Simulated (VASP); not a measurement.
# Al32Cu (a cell with a defect) in VASP: a series of runs, part 2 of 2

VASP 6.6.1. Earlier steps stand in the parts before.

## Step 3: Single point, PBEsol

INCAR reads:

```
PREC     = Accurate       # precision mode
ENCUT    = 520            # plane-wave cutoff, eV
EDIFF    = 1E-6           # SCF threshold, eV
ISMEAR   = 0              # smearing method
SIGMA    = 0.15           # smearing width, eV
LREAL    = Auto         
LASPH    = True           # aspherical terms in the spheres
NELM     = 80             # most SCF steps
ALGO     = Normal         # electronic algorithm
ISIF     = 2              # what is computed and relaxed
LWAVE    = False          # write WAVECAR
LCHARG   = False          # write CHGCAR
GGA      = PS             # functional
NBANDS   = 76             # bands
```

KPOINTS reads:

```
regular mesh
0
Gamma
  2 2 2
```

POSCAR reads:

```
Al32Cu
1.0
    8.1000000000      0.0000000000      0.0000000000
    0.0000000000      8.1000000000      0.0000000000
    0.0000000000      0.0000000000      8.1000000000
Al Cu
32 1
Direct
    0.5034665480     -0.0029644836     -0.0033416349
    0.7504297945      0.2502682122     -0.0096653007
    0.7504453315     -0.0095248434      0.2498322444
   -0.0032840146     -0.0032938632     -0.0036539743
    0.2497602036      0.2497722261     -0.0395619697
    0.5030964286      0.5030837121     -0.0029668303
    0.7501667493      0.7501600035     -0.0034277946
    0.2498358814     -0.0381440335      0.2500915548
    0.5399864205      0.2497602555      0.2501428791
    0.7504261989      0.5097070614      0.2498433417
    0.5036529667     -0.0031631253      0.5032477079
    0.7504419686      0.2502791796      0.5095584327
    0.7501888531     -0.0029219043      0.7498955081
   -0.0029712285      0.5034704224     -0.0033579461
    0.2502803549      0.7504106794     -0.0096644747
   -0.0381007825      0.2498475794      0.2500899844
    0.2497491077      0.5399432254      0.2501421280
    0.5097099005      0.7504069506      0.2498436168
   -0.0034375766     -0.0034470744      0.5035273102
    0.2498100307      0.2498201398      0.5385032883
    0.5033277028      0.5033152959      0.5029057000
    0.7501837853      0.7501762512      0.5030631104
    0.2502948348     -0.0095122937      0.7497481170
    0.5096919112      0.2502628173      0.7497584527
    0.7501603636      0.5035411859      0.7499114789
   -0.0095214341      0.7504258034      0.2498320576
   -0.0031680729      0.5036550367      0.5032625353
    0.2502917573      0.7504222585      0.5095579695
   -0.0095093648      0.2502824790      0.7497479187
    0.2502752044      0.5096882317      0.7497582888
    0.5035537211      0.7501531906      0.7499118864
   -0.0029065390      0.7501816374      0.7498951776
    0.2510207841      0.2509737463      0.2494340062
```

Potentials or basis: VASP PAW PBE potentials, release 64 (Al, Cu).

Started as:

```bash
$ cat potpaw_PBE.64/Al/POTCAR potpaw_PBE.64/Cu/POTCAR > POTCAR
$ mpirun -np 1 vasp_std > vasp.out
```

OUTCAR:

```text
PREC = Accurate
   ENCUT = 520
   EDIFF = 1E-6
   ISMEAR = 0
   LREAL = Auto
   LASPH = True
   NELM = 80
   ISIF = 2
   GGA = PS

 ion  position               nearest neighbor table
   1  0.503  0.997  0.997-  13 2.83   7 2.83  31 2.83  15 2.86  18 2.86  23 2.86  24 2.87   3 2.87
                             2 2.87   9 2.91   5 2.92   8 2.92
   2  0.750  0.250  0.990-   9 2.71  16 2.71  29 2.75  24 2.76  13 2.83  25 2.83  14 2.86   4 2.86
                             6 2.87   1 2.87  10 2.97   3 2.97
   3  0.750  0.990  0.250-   9 2.70  16 2.71  26 2.75  18 2.75  22 2.83   7 2.83   4 2.86  19 2.86
                             1 2.87  11 2.87   2 2.97  12 2.98
   4  0.997  0.997  0.996-  32 2.82  13 2.82   7 2.82   3 2.86  26 2.86   2 2.86  15 2.86  29 2.87
                            23 2.87   5 2.91   8 2.92  16 2.92
   5  0.250  0.250  0.960-  33 2.34  29 2.71  23 2.71  30 2.71  24 2.71   4 2.91  14 2.92   1 2.92
                             6 2.92  16 3.31   8 3.31  17 3.32   9 3.32
   6  0.503  0.503  0.997-   7 2.83  25 2.83  31 2.83  24 2.87  30 2.87  18 2.87  10 2.87  15 2.87
                             2 2.87   9 2.92  17 2.92   5 2.92
   7  0.750  0.750  0.997-   4 2.82  31 2.83  25 2.83  14 2.83   1 2.83  13 2.83  32 2.83  26 2.83
                             3 2.83  10 2.83  18 2.83   6 2.83
   8  0.250  0.962  0.250-  33 2.34  26 2.71  28 2.71  15 2.71  18 2.71  19 2.92   4 2.92  11 2.92
                             1 2.92  16 3.30  20 3.30   5 3.31   9 3.31
   9  0.540  0.250  0.250-  33 2.34   3 2.70  12 2.71   2 2.71  10 2.71  11 2.91   1 2.91  21 2.92
[... 32 lines left out ...]
                            21 2.83   2 2.83  24 2.83   6 2.83
  26  0.990  0.750  0.250-  17 2.71   8 2.71   3 2.75  10 2.75  22 2.83   7 2.83   4 2.86  19 2.86
                            14 2.87  27 2.87  15 2.97  28 2.98
  27  0.997  0.504  0.503-  32 2.82  22 2.82  25 2.83  12 2.86  10 2.86  29 2.86  30 2.86  26 2.87
                            28 2.87  17 2.91  20 2.92  16 2.92
  28  0.250  0.750  0.510-  17 2.71   8 2.71  23 2.75  30 2.75  32 2.83  31 2.83  11 2.86  19 2.86
                            21 2.87  27 2.87  18 2.97  26 2.98
  29  0.990  0.250  0.750-   5 2.71  20 2.71  12 2.75   2 2.75  13 2.83  25 2.83  27 2.86  19 2.86
                            14 2.86   4 2.87  30 2.97  23 2.98
  30  0.250  0.510  0.750-   5 2.71  20 2.71  28 2.75  15 2.76  32 2.83  31 2.83  21 2.86  27 2.86
                             6 2.87  14 2.87  24 2.97  29 2.97
  31  0.504  0.750  0.750-  25 2.82   7 2.83  11 2.83  22 2.83  13 2.83   1 2.83  23 2.83  28 2.83
                            21 2.83  15 2.83  30 2.83   6 2.83
  32  0.997  0.750  0.750-  19 2.82   4 2.82  27 2.82  14 2.83  25 2.83   7 2.83  23 2.83  28 2.83
[... 223 lines left out ...]
 Free energy of the ion-electron system (eV)
  ---------------------------------------------------
  ext. energy  EPLUGINS =         0.00000000
  ---------------------------------------------------
  free energy    TOTEN  =      -134.53655830 eV

  energy without entropy =     -134.38297124  energy(sigma->0) =     -134.45976477

 E-fermi :   7.7446     XC(G=0): -10.3625

 val. band max:        7.7349790578   @ k =   0.0000   0.0000   0.5000
 cond. band min:       7.9130598357   @ k =   0.0000   0.0000   0.0000
 fundamental gap:      0.1780807779
 Fermi energy:         7.7445983607

 k-point     1 :       0.0000    0.0000    0.0000
  band No.  band energies     occupation
      1      -3.1147      2.00000
      2      -1.0326      2.00000
      3      -1.0325      2.00000
      4      -0.8118      2.00000
      5      -0.7941      2.00000
      6      -0.7940      2.00000
[... 533 lines left out ...]
     64      11.1674      0.00000
     65      11.3380      0.00000
 [bands above 65 left out]

------------------------ aborting loop because EDIFF is reached ----------------------------------------

  FORCE on cell =-STRESS in cart. coord.  units (eV):
  Direction    XX          YY          ZZ          XY          YZ          ZX
  --------------------------------------------------------------------------------------
  -------------------------------------------------------------------------------------
  Total        4.3273151      4.3272004      4.3265943     -0.0058690      0.0040050      0.0035199
  in kB       13.0459000     13.0455541     13.0437270     -0.0176937      0.0120742      0.0106116
  external PRESSURE =      13.0450604 kB  Pullay stress =       0.0000000 kB

 VOLUME and BASIS-vectors are now :
 -----------------------------------------------------------------------------
  energy-cutoff  :      520.00
  volume of cell :      531.44
      direct lattice vectors                 reciprocal lattice vectors
     8.100000000  0.000000000  0.000000000     0.123456790  0.000000000  0.000000000
     0.000000000  8.100000000  0.000000000     0.000000000  0.123456790  0.000000000
     0.000000000  0.000000000  8.100000000     0.000000000  0.000000000  0.123456790

 POSITION                                       TOTAL-FORCE (eV/Angst)
 -----------------------------------------------------------------------------------
      4.07808      8.07599      8.07293         0.016035     -0.015075     -0.015411
      6.07848      2.02717      8.02171         0.001744     -0.000788     -0.003717
      6.07861      8.02285      2.02364         0.001723     -0.003338      0.000430
      8.07340      8.07332      8.07040        -0.012575     -0.012507     -0.013088
      2.02306      2.02316      7.77955         0.003055      0.003093     -0.009002
      4.07508      4.07498      8.07597         0.018925      0.019105     -0.020854
[... 25 lines left out ...]
      8.07646      6.07647      6.07415        -0.003566     -0.003905      0.002221
      2.03327      2.03289      2.02042         0.006851      0.006598     -0.004441
 -----------------------------------------------------------------------------------
    total drift:                                0.009694      0.008899     -0.002041

  FREE ENERGIE OF THE ION-ELECTRON SYSTEM (eV)
  ---------------------------------------------------
  free  energy   TOTEN  =      -134.5365583011 eV

  energy  without entropy=     -134.3829712389  energy(sigma->0) =     -134.45976477
```

OSZICAR:

```text
N       E                     dE             d eps       ncg     rms          rms(c)
DAV:   1     0.297252054653E+03    0.29725E+03   -0.36668E+04  1216   0.116E+03
DAV:   2    -0.979639146073E+02   -0.39522E+03   -0.36400E+03  1244   0.202E+02
DAV:   3    -0.136946270235E+03   -0.38982E+02   -0.35231E+02  1592   0.613E+01
DAV:   4    -0.138913524169E+03   -0.19673E+01   -0.19268E+01  1656   0.125E+01
DAV:   5    -0.138983491015E+03   -0.69967E-01   -0.69625E-01  1672   0.241E+00    0.222E+01
DAV:   6    -0.146089485164E+03   -0.71060E+01   -0.18913E+02  1656   0.151E+02    0.196E+01
DAV:   7    -0.135577040022E+03    0.10512E+02   -0.65604E+01  1656   0.310E+01    0.650E+00
DAV:   8    -0.134864893254E+03    0.71215E+00   -0.12862E+01  1716   0.332E+01    0.455E+00
DAV:   9    -0.134589113342E+03    0.27578E+00   -0.11345E+00  1816   0.993E+00    0.166E+00
DAV:  10    -0.134535284730E+03    0.53829E-01   -0.34258E-01  1836   0.583E+00    0.293E-01
DAV:  11    -0.134536655568E+03   -0.13708E-02   -0.32081E-02  1424   0.510E-01    0.150E-01
DAV:  12    -0.134537135997E+03   -0.48043E-03   -0.18668E-03  1936   0.363E-01    0.193E-01
DAV:  13    -0.134537065821E+03    0.70177E-04   -0.12200E-04  1864   0.587E-02    0.162E-01
DAV:  14    -0.134536535227E+03    0.53059E-03   -0.19048E-03  1760   0.521E-01    0.162E-02
DAV:  15    -0.134536557780E+03   -0.22553E-04   -0.25331E-04  1448   0.355E-02    0.420E-03
DAV:  16    -0.134536558301E+03   -0.52141E-06   -0.71984E-06  1400   0.134E-02
   1 F= -.13453656E+03 E0= -.13445976E+03  d E =-.153587E+00
```

stdout:

```text
POSCAR found type information on POSCAR AlCu
 POSCAR found :  2 types and      33 ions
 scaLAPACK will be used
 -----------------------------------------------------------------------------
|                                                                             |
|                                                                             |
|     You enforced a specific xc type in the INCAR file but a different       |
|     I HOPE YOU KNOW WHAT YOU ARE DOING!                                     |
|                                                                             |
 -----------------------------------------------------------------------------

 LDA part: xc-table for (Slater+PW92), standard interpolation
 POSCAR, INCAR and KPOINTS ok, starting setup
 FFT: planning ... GRIDC
 FFT: planning ... GRID_SOFT
 FFT: planning ... GRID
 WAVECAR not read
 entering main loop
```

Wall time 3.9 min (1 thread of AMD EPYC 9R45 (Zen 5), shared host); peak memory 0.55 GiB.

What came out:

* Free energy: -134.5366 eV
* Pressure: 1.3 GPa
* Largest force: 0.034 eV/Å
* Band gap on the k mesh: zero (an odd number of electrons rules out a gap without spin polarisation)

Forces in eV/Å, atoms in the order of the input:
```
Al   0.016 -0.015 -0.015
Al   0.002 -0.001 -0.004
Al   0.002 -0.003  0.000
Al  -0.013 -0.013 -0.013
Al   0.003  0.003 -0.009
Al   0.019  0.019 -0.021
Al  -0.004 -0.004  0.003
Al   0.004 -0.023 -0.002
Al   0.006  0.003 -0.002
Al   0.002  0.004  0.001
Al   0.014 -0.012  0.014
Al   0.002 -0.001  0.004
Al  -0.004 -0.004  0.002
Al  -0.015  0.016 -0.015
Al   0.000  0.001 -0.004
Al  -0.024  0.004 -0.002
Al   0.004  0.007 -0.002
Al   0.005  0.001  0.000
Al  -0.011 -0.011  0.011
Al   0.004  0.004  0.017
Al   0.017  0.017  0.017
Al  -0.004 -0.004  0.002
Al   0.000 -0.004 -0.001
Al   0.006  0.000  0.000
Al  -0.005 -0.005  0.002
Al  -0.003  0.002  0.000
Al  -0.013  0.014  0.014
Al  -0.001  0.002  0.004
Al  -0.004  0.000 -0.001
Al   0.000  0.006  0.000
Al  -0.006 -0.004  0.002
Al  -0.004 -0.004  0.002
Cu   0.007  0.007 -0.004
```

Levels at points of the mesh, in eV from the Fermi level:
```
           k point  band 51  band 52  band 53  band 54  band 55  band 56  band 57  band 58
(0.00, 0.00, 0.00)     0.17     0.17     0.50     0.53     0.53     0.53     1.23     1.23
(0.50, 0.00, 0.00)    -0.15    -0.15    -0.12    -0.07    -0.07    -0.01     0.59     1.21
(0.00, 0.50, 0.00)    -0.15    -0.15    -0.12    -0.07    -0.07    -0.01     0.59     1.21
(0.00, 0.00, 0.50)    -0.15    -0.15    -0.12    -0.07    -0.07    -0.01     0.59     1.21
(0.50, 0.50, 0.00)    -0.23    -0.22     0.26     0.83     0.83     0.93     1.06     1.18
(0.00, 0.50, 0.50)    -0.23    -0.22     0.26     0.82     0.83     0.93     1.06     1.18
(0.50, 0.00, 0.50)    -0.23    -0.22     0.26     0.82     0.83     0.93     1.06     1.18
(0.50, 0.50, 0.50)    -0.51    -0.48    -0.48    -0.48    -0.43    -0.43    -0.40    -0.35
```

Caveat: the k points lie up to 0.39 Å⁻¹ apart, too coarse for converged energies and pressures of a metal; the PAW data sets were made with another functional, which shifts forces and pressure a little.

## Step 4: Single point, PBEsol

INCAR reads:

```
SYSTEM = Al32Cu
PREC = Accurate ; ENCUT = 520
EDIFF = 1E-7 ; ISMEAR = 0
SIGMA = 0.15 ; LREAL = Auto
LASPH = .True. ; NELM = 100
ALGO = Normal ; ISIF = 2
LWAVE = .False. ; LCHARG = .False.
GGA = PS ; NBANDS = 76
```

KPOINTS reads:

```
regular mesh
0
Gamma
  2 2 2
  0 0 0
```

POSCAR reads:

```
Al32Cu
1.0
    8.1000000000      0.0000000000      0.0000000000
    0.0000000000      8.1000000000      0.0000000000
    0.0000000000      0.0000000000      8.1000000000
Al Cu
32 1
Direct
    0.5025255556     -0.0000032099      0.0001367901
    0.7496800000      0.2470497531      0.0001150617
    0.7496618519     -0.0000027160      0.2471935802
   -0.0033414815     -0.0000019753      0.0000986420
    0.2495716049      0.2407114815      0.0002118519
    0.5089843210      0.4999958025      0.0002071605
    0.7496787654      0.7529433333      0.0001154321
    0.2495518519     -0.0000059259      0.2408445679
    0.5034260494      0.2460985185      0.2462593827
    0.7493369136      0.4999961728      0.2408306173
    0.5089685185     -0.0000060494      0.5001620988
    0.7493550617      0.2407097531      0.5001495062
    0.7496916049     -0.0000023457      0.7530928395
   -0.0096051852      0.4999970370      0.0002182716
    0.2495701235      0.7592832099      0.0002119753
   -0.0041380247      0.2463403704      0.2464985185
    0.2498683951      0.4999986420      0.2114235802
    0.5034279012      0.7538945679      0.2462574074
   -0.0096011111     -0.0000056790      0.5001334568
    0.2498707407      0.2110409877      0.5000656790
    0.5377485185      0.4999980247      0.5000992593
    0.7493544444      0.7592848148      0.5001500000
    0.2495930864     -0.0000056790      0.7593997531
    0.5033697531      0.2461606173      0.7540012346
    0.7493748148      0.4999966667      0.7594087654
   -0.0041412346      0.7536538272      0.2464958025
   -0.0402216049      0.4999995062      0.5000346914
    0.2498696296      0.7889366667      0.5000661728
   -0.0040417284      0.2464298765      0.7537267901
    0.2498722222      0.4999991358      0.7893287654
    0.5033718519      0.7538328395      0.7540035802
   -0.0040453086      0.7535648148      0.7537301235
    0.2486996296      0.4999876543      0.5003965432
```

Potentials or basis: VASP PAW PBE potentials, release 64 (Al, Cu).

Started as:

```bash
$ cat potpaw_PBE.64/Al/POTCAR potpaw_PBE.64/Cu/POTCAR > POTCAR
$ mpirun -np 1 vasp_std > vasp.out
```

OUTCAR:

```text
SYSTEM = Al32Cu
   PREC = Accurate
   ENCUT = 520
   EDIFF = 1E-7
   ISMEAR = 0
   LREAL = Auto
   LASPH = .True.
   NELM = 100
   ISIF = 2
   GGA = PS

 ion  position               nearest neighbor table
   1  0.503  1.000  0.000-  18 2.82   9 2.82  31 2.82  24 2.82  23 2.83   5 2.83  15 2.83   8 2.83
                             3 2.83   7 2.83   2 2.83  13 2.83
   2  0.750  0.247  0.000-   9 2.82  24 2.82  16 2.82  29 2.82   6 2.83  25 2.83  14 2.83  10 2.83
                             4 2.83  13 2.83   3 2.83   1 2.83
   3  0.750  1.000  0.247-  18 2.82   9 2.82  26 2.82  16 2.82  11 2.83  12 2.83  22 2.83  19 2.83
                             4 2.83   2 2.83   7 2.83   1 2.83
   4  0.997  1.000  0.000-  26 2.82  16 2.82  32 2.82  29 2.82  15 2.83   5 2.83  23 2.83   8 2.83
                            13 2.83   2 2.83   7 2.83   3 2.83
   5  0.250  0.241  0.000-  30 2.71  17 2.71   8 2.76  23 2.76   4 2.83   1 2.83   9 2.86  16 2.86
                            24 2.86  29 2.87  14 2.97   6 2.97
   6  0.509  0.500  0.000-  30 2.71  17 2.71  10 2.75  25 2.76   2 2.83   7 2.83  18 2.86   9 2.86
                            31 2.86  24 2.86   5 2.97  15 2.97
   7  0.750  0.753  0.000-  18 2.82  31 2.82  26 2.82  32 2.82   6 2.83  25 2.83  14 2.83  10 2.83
                             4 2.83  13 2.83   3 2.83   1 2.83
[... 294 lines left out ...]
      6      -0.7952      2.00000
[... 533 lines left out ...]
     64      11.1645      0.00000
     65      11.3374      0.00000
 [bands above 65 left out]

------------------------ aborting loop because EDIFF is reached ----------------------------------------

  FORCE on cell =-STRESS in cart. coord.  units (eV):
  Direction    XX          YY          ZZ          XY          YZ          ZX
  --------------------------------------------------------------------------------------
  -------------------------------------------------------------------------------------
  Total        4.3617571      4.3504371      4.3443851      0.0000683     -0.0000416      0.0022329
  in kB       13.1497351     13.1156076     13.0973624      0.0002058     -0.0001255      0.0067318
  external PRESSURE =      13.1209017 kB  Pullay stress =       0.0000000 kB

 VOLUME and BASIS-vectors are now :
 -----------------------------------------------------------------------------
  energy-cutoff  :      520.00
  volume of cell :      531.44
      direct lattice vectors                 reciprocal lattice vectors
     8.100000000  0.000000000  0.000000000     0.123456790  0.000000000  0.000000000
     0.000000000  8.100000000  0.000000000     0.000000000  0.123456790  0.000000000
     0.000000000  0.000000000  8.100000000     0.000000000  0.000000000  0.123456790

 POSITION                                       TOTAL-FORCE (eV/Angst)
 -----------------------------------------------------------------------------------
      4.07046      8.09997      0.00111         0.015428      0.000035     -0.000838
      6.07241      2.00110      0.00093         0.000982     -0.013869     -0.000068
      6.07226      8.09998      2.00227         0.002039      0.000020     -0.014099
      8.07293      8.09998      0.00080        -0.011887      0.000002     -0.000575
      2.02153      1.94976      0.00172        -0.001483     -0.020964     -0.000452
      4.12277      4.04997      0.00168         0.021260      0.000034      0.002253
[... 25 lines left out ...]
      8.06723      6.10387      6.10521         0.000398      0.001641      0.000857
      2.01447      4.04990      4.05321        -0.006392     -0.000023      0.001246
 -----------------------------------------------------------------------------------
    total drift:                               -0.014218      0.000245      0.010885

  FREE ENERGIE OF THE ION-ELECTRON SYSTEM (eV)
  ---------------------------------------------------
  free  energy   TOTEN  =      -134.5367946582 eV

  energy  without entropy=     -134.3823971376  energy(sigma->0) =     -134.45959590
```

Wall time 4.3 min (1 thread of AMD EPYC 9R45 (Zen 5), shared host); peak memory 0.54 GiB.

What came out:

- Free energy: -134.5368 eV
- Pressure: 1.3 GPa
- Largest force: 0.025 eV/Å
- Band gap on the k mesh: zero (an odd number of electrons rules out a gap without spin polarisation)

Forces on the atoms (eV/Å):
```
Al   0.015  0.000 -0.001
Al   0.001 -0.014  0.000
Al   0.002  0.000 -0.014
Al  -0.012  0.000 -0.001
Al  -0.001 -0.021  0.000
Al   0.021  0.000  0.002
Al   0.001  0.014  0.000
Al  -0.001  0.000 -0.022
Al   0.000  0.002  0.002
Al  -0.002  0.000 -0.023
Al   0.022  0.000  0.002
Al  -0.003 -0.023 -0.001
Al   0.001  0.000  0.013
Al  -0.024  0.000  0.001
Al  -0.001  0.021  0.000
Al   0.000  0.000 -0.001
Al   0.000  0.000  0.003
Al   0.000 -0.002  0.002
Al  -0.025  0.000  0.000
Al  -0.002  0.005  0.001
Al   0.008  0.000 -0.001
Al  -0.003  0.023 -0.001
Al  -0.003  0.000  0.022
Al   0.000  0.001 -0.001
Al  -0.003  0.000  0.023
Al   0.000  0.000 -0.001
Al   0.018  0.000  0.002
Al  -0.002 -0.005  0.001
Al   0.000 -0.002  0.001
Al  -0.002  0.000 -0.009
Al   0.001 -0.002 -0.001
Al   0.000  0.002  0.001
Cu  -0.006  0.000  0.001
```

Caveat: the k points lie up to 0.39 Å⁻¹ apart, too coarse for converged energies and pressures of a metal; the PAW data sets were made with another functional, which shifts forces and pressure a little.

The gap in the log of VASP goes by the Fermi energy; the results here count the filled bands.